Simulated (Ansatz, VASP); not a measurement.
This is a calculation of La2O3 for Ansatz 0.2.0.

Contents of input.yaml:

```yaml
crystal:
  lattice:
    - [6.2667802772, 0.0, 0.0]
    - [-3.1333901386, 5.42719092, 0.0]
    - [0.0, 0.0, 3.299766]
  atoms:
    - { symbol: La, position: [0.6666666667, 0.3333333333, 0.5] }
    - { symbol: La, position: [0.3333333333, 0.6666666667, 0.5] }
    - { symbol: O, position: [0.50801399, 0.0, 0.0] }
    - { symbol: O, position: [0.0, 0.50801399, 0.0] }
    - { symbol: O, position: [0.49198601, 0.49198601, 0.0] }
kpoints:
  mp_grid: { grid: [5, 5, 8] }
scf:
  occupations: { method: fermi_dirac, width: 0.05 }
hamiltonian:
  xc: pbesol
  pseudopotentials: { kind: all_electron, lapw: { basis_error: 0.002 } }
output:
  forces: true
  stress: true
  eigenvalues: true
```

Potentials or basis: all-electron LAPW, scalar-relativistic.

The run is started by

```console
$ ansatz run input.yaml --threads 4 --pin off --max-ram 14336MiB --backend cpu --events-out ev --progress --plain --runs-dir out
```

Question: Translate it to VASP 6.6.1. Potentials there: VASP PAW PBE potentials, release 64 (La, O).

Answer: As run (the cutoff follows the program's own potentials):

File INCAR:

```
SYSTEM = La2O3
  PREC = Accurate
  ENCUT = 520
  EDIFF = 1E-6
  ISMEAR = -1
  SIGMA = 0.05
  LREAL = .FALSE.
  LASPH = .TRUE.
  NELM = 80
  ALGO = Normal
  ISIF = 2
  LWAVE = .FALSE.
  LCHARG = .TRUE.
  GGA = PS
  LELF = .TRUE.
  LVHAR = .TRUE.
  NBANDS = 28
```

The input KPOINTS:

```
regular mesh
0
G
  5 5 8
  0 0 0
```

File POSCAR:

```
La2O3
1.0
    6.2667802772      0.0000000000      0.0000000000
   -3.1333901386      5.4271909200      0.0000000000
    0.0000000000      0.0000000000      3.2997660000
La O
2 3
Direct
    0.6666666667      0.3333333333      0.5000000000
    0.3333333333      0.6666666667      0.5000000000
    0.5080139900      0.0000000000      0.0000000000
    0.0000000000      0.5080139900      0.0000000000
    0.4919860100      0.4919860100      0.0000000000
```

Potentials or basis: VASP PAW PBE potentials, release 64 (La, O).

Run with:

```sh
$ cat potpaw_PBE.64/La/POTCAR potpaw_PBE.64/O/POTCAR > POTCAR
$ mpirun -np 1 vasp_std > vasp.out
```

Both were run:

|  | VASP | Ansatz | Ansatz less VASP |
| --- | --- | --- | --- |
| gap on the k mesh at the Fermi level (eV) | 1.46 | 1.46 | -0.005 |
| least direct gap on the mesh (eV) | 1.98 | 1.98 | +0.006 |
| pressure (GPa) | -1.2 | -1.0 | +0.16 |
| traceless stress, the component that is largest in VASP (GPa) | -2.56 | -2.53 | +0.029 |
| rms of the force components (eV/Å) | 0.028 | 0.027 | -0.0005 |

VASP's potentials were made for PBE, not for PBEsol. Atom by atom the forces differ by 0.001 eV/Å (rms over components). Ansatz ran all-electron here, and VASP with PAW potentials.

Spin-orbit coupling is off throughout.
